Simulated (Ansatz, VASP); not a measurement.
## Two plane-wave programs on KI

File POSCAR:

```
KI
1.0
    4.2909401140      0.0000000000      0.0000000000
    0.0000000000      4.2909401140      0.0000000000
    0.0000000000      0.0000000000      4.2909401140
K I
1 1
Direct
    0.0000000000      0.0000000000      0.0000000000
    0.5000000000      0.5000000000      0.5000000000
```

The input INCAR.step1:

```
PREC = Accurate
ENCUT = 520
EDIFF = 1E-5
ISMEAR = 1
SIGMA = 0.05
LREAL = F
LASPH = T
NELM = 60
ALGO = Normal
ISIF = 2
LWAVE = T
LCHARG = F
NBANDS = 15
GGA = PE
```

File INCAR.step2:

```
PREC = Accurate
ENCUT = 520
EDIFF = 1E-6
ISMEAR = 1
SIGMA = 0.05
LREAL = F
LASPH = T
NELM = 60
ALGO = Normal
ISIF = 2
LWAVE = F
LCHARG = F
GGA = PE
LHFCALC = T
HFSCREEN = 0.2079
PRECFOCK = Normal
NBANDS = 15
ISTART = 1
```

The input KPOINTS:

```
regular mesh
0
Gamma
  4 4 4
```

Input for Ansatz:

```yaml
crystal:
  lattice:
    - [4.290940114, 0.0, 0.0]
    - [0.0, 4.290940114, 0.0]
    - [0.0, 0.0, 4.290940114]
  atoms:
    - { symbol: K, position: [0.0, 0.0, 0.0] }
    - { symbol: I, position: [0.5, 0.5, 0.5] }
kpoints:
  mp_grid: { grid: [4, 4, 4] }
hamiltonian:
  xc: hse06
scf:
  occupations: { method: cold, width: 0.05 }
  n_extra_bands: 4
output:
  forces: true
  stress: true
  eigenvalues: true
```

Alike in both runs: task single point; functional HSE06; k mesh 4 × 4 × 4; no spin polarisation.

|  | VASP | Ansatz |
| --- | --- | --- |
| version | VASP 6.6.1 | Ansatz 0.2.0 |
| potentials or method | VASP PAW PBE potentials, release 64 (K_sv, I) | plane waves |
| plane-wave cutoff (eV) | 520 | 420 |
| occupations | methfessel-paxton of order 1, width 0.05 eV | cold, width 0.05 eV |
| valence electrons in the cell | 16 | 26 |

```tsv
	VASP	Ansatz	Ansatz less VASP
gap on the k mesh at the Fermi level (eV)	4.30	4.31	+0.012
pressure (GPa)	0.3	0.3	0.00
```

VASP's potentials hold 16 valence electrons a cell and Ansatz's 26, so a difference there can come from the potentials and not from the codes. Ansatz's warnings: stress exchange threshold loose, stress scf threshold loose.

Neither program's run includes spin-orbit coupling.
